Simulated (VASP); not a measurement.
Set up this calculation in VASP 6.6.1, as the native input.

- Task: relaxation of cell and atoms
- Functional: PBEsol
- Potentials or basis: VASP PAW PBE potentials, release 64 (Mn_pv)
- Cutoff: 600 eV
- k mesh: 20 × 20 × 20
- Occupations: gaussian, width 0.1 eV
- Spin: collinear spin
- Starting moments: [0.1] μB
- Dipole correction: no
- Further INCAR settings: ALGO = Fast; EDIFF = 1e-06; IBRION = 2; EDIFFG = -0.01; NSW = 80; ISIF = 3

The structure of Mn lies in POSCAR:

```
Mn
1.0
    0.0000000000      1.7308212548      1.7308212548
    1.7308212548      0.0000000000      1.7308212548
    1.7308212548      1.7308212548      0.0000000000
Mn
1
Direct
    0.0000000000      0.0000000000      0.0000000000
```

This isn't the form of Mn at room conditions, which is a 58-atom cubic cell.

One way to write it, as run:

INCAR

```
SYSTEM = Mn
ALGO = Fast
EDIFF = 1E-6
EDIFFG = -0.01
ENCUT = 600
GGA = PS
IBRION = 2
ISIF = 3
ISMEAR = 0
ISPIN = 2
LASPH = .TRUE.
LCHARG = .FALSE.
LMAXMIX = 4
LORBIT = 11
LREAL = .FALSE.
LWAVE = .FALSE.
MAGMOM = 0.1
NELM = 150
NSW = 80
PREC = Accurate
SIGMA = 0.1
```

KPOINTS

```
k-points
0
G
  20 20 20
  0 0 0
```

Potentials or basis: VASP PAW PBE potentials, release 64 (Mn_pv).

Command:

```console
$ cat potpaw_PBE.64/Mn_pv/POTCAR > POTCAR
$ mpirun -np 1 vasp_std > vasp.out
```

Results of the run:

```yaml
Relaxed_volume: 10.35 Å³/atom
Relaxed_cell: a = 2.446 Å, b = 2.446 Å, c = 2.446 Å, α = 60.00°, β = 60.00°, γ = 60.00°
Space_group_after_relaxing_to_0.1_Å: Fm-3m (No. 225)
Energy_gained_by_relaxing: 0.0 meV/atom
Ionic_steps: 3
Pressure_after_relaxing: 0.1 GPa
Net_moment: 0.00 μB per cell
Valence_electrons_inside_the_program's_atomic_spheres: Mn 12.07
```

Caveat: the PAW data sets were made with another functional, which shifts forces and pressure a little.

Wall time 46 s on 1 thread of Intel(R) Xeon(R) 6975P-C (Granite Rapids) (shared host), peak memory 0.18 GiB.
